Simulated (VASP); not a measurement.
Input of a VASP 6.6.1 run:

The input INCAR:

```
ALGO     = Normal         # electronic algorithm
EDIFF    = 1E-6           # SCF threshold, eV
ENCUT    = 520            # plane-wave cutoff, eV
GGA      = PE             # functional
ISIF     = 2              # what is computed and relaxed
ISMEAR   = 0              # smearing method
LASPH    = T              # aspherical terms in the spheres
LCHARG   = F              # write CHGCAR
LREAL    = F              # projectors in reciprocal space
LWAVE    = F              # write WAVECAR
NBANDS   = 16             # bands
NELM     = 100            # most SCF steps
PREC     = Accurate       # precision mode
SIGMA    = 0.01           # smearing width, eV
```

KPOINTS

```
k-points
0
Gamma
  6 6 6
```

Contents of POSCAR:

```
ZnSe
1.0
    0.0000000000      2.8324253885      2.8324253885
    2.8324253885      0.0000000000      2.8324253885
    2.8324253885      2.8324253885      0.0000000000
Zn Se
1 1
Direct
    0.0000000000      0.0000000000      0.0000000000
    0.7500000000      0.7500000000      0.7500000000
```

Potentials or basis: VASP PAW PBE potentials, release 64 (Zn, Se).

The run is started by

```bash
$ cat potpaw_PBE.64/Zn/POTCAR potpaw_PBE.64/Se/POTCAR > POTCAR
$ mpirun -np 1 vasp_std > vasp.out
```

Problem. Predict the pressure.

Solution. 2.5 GPa.

Problem. What does it give for the band gap on the k mesh?

Solution. 1.29 eV, direct.

As with any semilocal functional, this PBE gap is likely too small.
